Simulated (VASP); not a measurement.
# Mg (Pm-3m) in VASP: single point with PBE

Aim: the single point of Mg with PBE.

Everything below comes from runs of VASP 6.6.1. Logs are shortened: lines on timing, memory, paths and dates and some standing lists are left out, and cuts for length are marked.

## Step 1: The cell of the first run

It takes space group Pm-3m (No. 221, cubic). The conventional cell has a = 4.433 Å, b = 4.433 Å, c = 4.433 Å, α = 90.00°, β = 90.00°, γ = 90.00°. Within 4.1 Å of Mg (site symmetry 4/mmm) lie 8 Mg at 3.13 Å.

## Step 2: Single point, PBE

INCAR reads:

```
SYSTEM = Mg
PREC = Accurate
ENCUT = 600
EDIFF = 1E-6
ISMEAR = -1
SIGMA = 0.1
LREAL = .False.
LASPH = .True.
NELM = 120
ALGO = Normal
ISIF = 2
LWAVE = .False.
LCHARG = .False.
GGA = PE
NBANDS = 10
GGA_COMPAT = .False.
```

KPOINTS reads:

```
regular mesh
0
Gamma
  5 5 5
  0 0 0
```

POSCAR reads:

```
Mg
1.0
    4.4333760000      0.0000000000      0.0000000000
    0.0000000000      4.4333760000      0.0000000000
    0.0000000000      0.0000000000      4.4333760000
Mg
3
Direct
    0.5000000000      0.5000000000      0.0000000000
    0.5000000000      0.0000000000      0.5000000000
    0.0000000000      0.5000000000      0.5000000000
```

Potentials or basis: VASP PAW PBE potentials, release 64 (Mg).

On the command line:

```bash
cat potpaw_PBE.64/Mg/POTCAR > POTCAR
mpirun -np 1 vasp_std > vasp.out
```

OUTCAR:

```text
SYSTEM = Mg
   PREC = Accurate
   ENCUT = 600
   EDIFF = 1E-6
   ISMEAR = -1
   LREAL = .False.
   LASPH = .True.
   NELM = 120
   ISIF = 2
   GGA = PE

 ion  position               nearest neighbor table
   1  0.500  0.500  0.000-   2 3.13   3 3.13   2 3.13   3 3.13   2 3.13   2 3.13   3 3.13   3 3.13

   2  0.500  0.000  0.500-   1 3.13   3 3.13   1 3.13   1 3.13   3 3.13   1 3.13   3 3.13   3 3.13

   3  0.000  0.500  0.500-   1 3.13   2 3.13   1 3.13   2 3.13   1 3.13   2 3.13   1 3.13   2 3.13

  LATTYP: Found a simple cubic cell.
 ALAT       =     4.4333760000

  Lattice vectors:

 A1 = (   4.4333760000,   0.0000000000,   0.0000000000)
 A2 = (   0.0000000000,   4.4333760000,   0.0000000000)
 A3 = (   0.0000000000,   0.0000000000,   4.4333760000)

Analysis of symmetry for initial positions (statically):
=====================================================================
 Subroutine PRICEL returns:
 Original cell was already a primitive cell.

 Routine SETGRP: Setting up the symmetry group for a
 simple cubic supercell.

 Subroutine GETGRP returns: Found 48 space group operations
 (whereof 48 operations were pure point group operations)
 out of a pool of 48 trial point group operations.

The static configuration has the point symmetry O_h .

Analysis of symmetry for dynamics (positions and initial velocities):
=====================================================================
 Subroutine PRICEL returns:
 Original cell was already a primitive cell.

 Routine SETGRP: Setting up the symmetry group for a
 simple cubic supercell.

 Subroutine GETGRP returns: Found 48 space group operations
 (whereof 48 operations were pure point group operations)
 out of a pool of 48 trial point group operations.

The dynamic configuration has the point symmetry O_h .

 Subroutine INISYM returns: Found 48 space group operations
 (whereof 48 operations are pure point group operations),
 and found     1 'primitive' translations

----------------------------------------------------------------------------------------

                                     Primitive cell

  volume of cell :      87.1372

  direct lattice vectors                    reciprocal lattice vectors
     4.433376000  0.000000000  0.000000000     0.225561739  0.000000000  0.000000000
     0.000000000  4.433376000  0.000000000     0.000000000  0.225561739  0.000000000
     0.000000000  0.000000000  4.433376000     0.000000000  0.000000000  0.225561739

  length of vectors
     4.433376000  4.433376000  4.433376000     0.225561739  0.225561739  0.225561739

  position of ions in fractional coordinates (direct lattice)
     0.500000000  0.500000000  0.000000000
     0.500000000  0.000000000  0.500000000
     0.000000000  0.500000000  0.500000000

  ion indices of the primitive-cell ions
   primitive index   ion index
                 1           1
                 2           2
                 3           3

----------------------------------------------------------------------------------------

 KPOINTS: regular mesh

Automatic generation of k-mesh.
 Grid dimensions read from file:
 generate k-points for:    5    5    5

 Generating k-lattice:

  Cartesian coordinates                     Fractional coordinates (reciprocal lattice)
     0.045112348  0.000000000  0.000000000     0.200000000  0.000000000  0.000000000
     0.000000000  0.045112348  0.000000000     0.000000000  0.200000000  0.000000000
     0.000000000  0.000000000  0.045112348     0.000000000  0.000000000  0.200000000

  Length of vectors
     0.045112348  0.045112348  0.045112348

  Shift w.r.t. Gamma in fractional coordinates (k-lattice)
     0.000000000  0.000000000  0.000000000

 Subroutine IBZKPT returns following result:
 ===========================================

 Found     10 irreducible k-points:

 Following reciprocal coordinates:
            Coordinates               Weight
  0.000000  0.000000  0.000000      1.000000
  0.200000  0.000000  0.000000      6.000000
  0.400000  0.000000  0.000000      6.000000
  0.200000  0.200000  0.000000     12.000000
  0.400000  0.200000  0.000000     24.000000
  0.400000  0.400000  0.000000     12.000000
  0.200000  0.200000  0.200000      8.000000
  0.400000  0.200000  0.200000     24.000000
  0.400000  0.400000  0.200000     24.000000
  0.400000  0.400000  0.400000      8.000000
   k-points           NKPTS =     10   k-points in BZ     NKDIM =     10   number of bands    NBANDS=     10
   number of dos      NEDOS =    301   number of ions     NIONS =      3
   total plane-waves  NPLWV =  46656
   dimension x,y,z NGX =    36 NGY =   36 NGZ =   36
   dimension x,y,z NGXF=    72 NGYF=   72 NGZF=   72
   ions per type =               3
   NGX,Y,Z   is equivalent  to a cutoff of  13.50, 13.50, 13.50 a.u.
   NGXF,Y,Z  is equivalent  to a cutoff of  27.00, 27.00, 27.00 a.u.
 SYSTEM =  Mg
   PREC   = accura    normal or accurate (medium, high low for compatibility)
   ISTART =      0    job   : 0-new  1-cont  2-samecut
   ICHARG =      2    charge: 1-file 2-atom 10-const
   ISPIN  =      1    spin polarized calculation?
   LNONCOLLINEAR =      F non collinear calculations
   LSORBIT =      F    spin-orbit coupling
   LASPH  =      T    aspherical Exc in radial PAW
   ENCUT  =  600.0 eV  44.10 Ry    6.64 a.u.   8.85  8.85  8.85*2*pi/ulx,y,z
   NELM   =    120;   NELMIN=  2; NELMDL= -5     # of ELM steps
   EDIFF  = 0.1E-05   stopping-criterion for ELM
   LREAL  =      F    real-space projection
   EDIFFG = 0.1E-04   stopping-criterion for IOM
   NSW    =      0    number of steps for IOM
   IBRION =     -1    ionic relax: 0-MD 1-quasi-New 2-CG
   NFREE  =      0    steps in history (QN), initial steepest desc. (CG)
   ISIF   =      2    stress and relaxation
   ISYM   =      2    0-nonsym 1-usesym 2-fastsym
   POTIM  = 0.5000    time-step for ionic-motion
   TEBEG  =    0.0;   TEEND  =   0.0 temperature during run
   PSTRESS=    0.0 pullay stress
   NELECT =       6.0000    total number of electrons
   NUPDOWN=      -1.0000    fix difference up-down
   EMIN   =  10.00;   EMAX   =-10.00  energy-range for DOS
   EFERMI =   0.00;   METHOD = LEGACY
   ISMEAR =    -1;   SIGMA  =   0.10  broadening in eV -4-tet -1-fermi 0-gaus
   EFERMI_NEDOS =   21; number of points for ismear=-14 and -15
   IALGO  =     38    algorithm
   IMIX   =      4    mixing-type and parameters
     AMIX     =   0.40;   BMIX     =  1.00
     AMIX_MAG =   1.60;   BMIX_MAG =  1.00
  volume/ion in A,a.u.               =      29.05       196.01
  Fermi-wavevector in a.u.,A,eV,Ry     =   0.671002  1.268011  6.125943  0.450244
  Thomas-Fermi vector in A             =   1.746690
   LORBIT       =      0    0 simple, 1 ext, 2 COOP (PROOUT), +10 PAW based schemes
   GGA     = PE    functional components
   LHFCALC =     F    Hartree Fock is set to
   AEXX    =    0.0000 exact exchange contribution
   IVDW    =     0    specifies the selected vdW correction
   LEPSILON=     F    determine dielectric tensor
   LRPA    =     F    only Hartree local field effects (RPA)
 non-spin polarized calculation
  energy-cutoff  :      600.00
  volume of cell :       87.14
 maximum number of plane-waves:      2945
 NGX is ok and might be reduce to    36
   NGX = 17   NGY = 17   NGZ = 17

 number of electron       6.0000000 magnetization

 Free energy of the ion-electron system (eV)
  ---------------------------------------------------
  ext. energy  EPLUGINS =         0.00000000
  ---------------------------------------------------
  free energy    TOTEN  =        -3.54223395 eV

  energy without entropy =       -3.45198856  energy(sigma->0) =       -3.49711126

 E-fermi :   1.3361     XC(G=0):  -7.6896

 val. band max:        1.2422308013   @ k =   0.4000   0.2000   0.0000
 cond. band min:       1.3583961640   @ k =   0.4000   0.4000   0.2000
 fundamental gap:      0.1161653627
 Fermi energy:         1.3361101837

 k-point     1 :       0.0000    0.0000    0.0000
  band No.  band energies     occupation
      1      -4.6766      2.00000
      2       2.2858      0.00015
      3       2.2858      0.00015
      4       2.2858      0.00015
      5       3.2863      0.00000
      6       3.2863      0.00000
      7       3.7801      0.00000
      8       8.8667      0.00000
      9       8.8667      0.00000
     10       8.8667      0.00000

 k-point     2 :       0.2000    0.0000    0.0000
  band No.  band energies     occupation
      1      -4.3840      2.00000
      2       0.2046      1.99998
      3       2.5413      0.00001
      4       2.5413      0.00001
      5       3.5830      0.00000
      6       3.8355      0.00000
      7       6.0496      0.00000
      8       6.8493      0.00000
      9       6.8493      0.00000
     10       7.9124      0.00000

 k-point     3 :       0.4000    0.0000    0.0000
  band No.  band energies     occupation
      1      -3.5692      2.00000
      2      -1.7459      2.00000
      3       3.2301      0.00000
      4       3.2301      0.00000
      5       4.3769      0.00000
      6       4.4184      0.00000
      7       5.0852      0.00000
      8       5.0852      0.00000
      9       6.1042      0.00000
     10       7.4201      0.00000
[... 66 lines left out ...]
 k-point     9 :       0.4000    0.4000    0.2000
  band No.  band energies     occupation
      1      -2.1676      2.00000
      2      -0.4647      2.00000
      3      -0.3643      2.00000
      4       1.3584      0.88903
      5       2.3415      0.00009
      6       3.8912      0.00000
      7       4.1670      0.00000
      8       6.2220      0.00000
      9       8.2104      0.00000
     10       9.4586      0.00000

 k-point    10 :       0.4000    0.4000    0.4000
  band No.  band energies     occupation
      1      -1.3564      2.00000
      2       0.3575      1.99989
      3       0.3859      1.99985
      4       0.3859      1.99985
      5       1.9473      0.00442
      6       1.9473      0.00442
      7       2.4276      0.00004
      8       4.4618      0.00000
      9      11.4520      0.00000
     10      11.4520      0.00000

------------------------ aborting loop because EDIFF is reached ----------------------------------------

  FORCE on cell =-STRESS in cart. coord.  units (eV):
  Direction    XX          YY          ZZ          XY          YZ          ZX
  --------------------------------------------------------------------------------------
  -------------------------------------------------------------------------------------
  Total       -0.3655592     -0.3655592     -0.3655592     -0.0000000      0.0000000     -0.0000000
  in kB       -6.7214754     -6.7214754     -6.7214754     -0.0000000      0.0000000     -0.0000000
  external PRESSURE =      -6.7214754 kB  Pullay stress =       0.0000000 kB

 VOLUME and BASIS-vectors are now :
 -----------------------------------------------------------------------------
  energy-cutoff  :      600.00
  volume of cell :       87.14
      direct lattice vectors                 reciprocal lattice vectors
     4.433376000  0.000000000  0.000000000     0.225561739  0.000000000  0.000000000
     0.000000000  4.433376000  0.000000000     0.000000000  0.225561739  0.000000000
     0.000000000  0.000000000  4.433376000     0.000000000  0.000000000  0.225561739

 POSITION                                       TOTAL-FORCE (eV/Angst)
 -----------------------------------------------------------------------------------
      2.21669      2.21669      0.00000         0.000000      0.000000      0.000000
      2.21669      0.00000      2.21669         0.000000      0.000000      0.000000
      0.00000      2.21669      2.21669         0.000000      0.000000      0.000000
 -----------------------------------------------------------------------------------
    total drift:                                0.000000      0.000000      0.000000

  FREE ENERGIE OF THE ION-ELECTRON SYSTEM (eV)
  ---------------------------------------------------
  free  energy   TOTEN  =        -3.5422339539 eV

  energy  without entropy=       -3.4519885600  energy(sigma->0) =       -3.49711126
```

Run time: 23 s. Hardware: 1 thread of Intel Xeon 8259CL, shared host; peak memory 0.19 GiB.

What came out:

```
Free energy            : -3.5422 eV
Pressure               : -0.7 GPa
Band gap on the k mesh : zero (band 3 reaches 3.23 eV, above the bottom of band 4 at 0.39 eV)
```

Levels at points of the mesh, in eV from the Fermi level:
```
           k point  band 1  band 2  band 3  band 4  band 5  band 6
(0.00, 0.00, 0.00)   -6.01    0.95    0.95    0.95    1.95    1.95
```
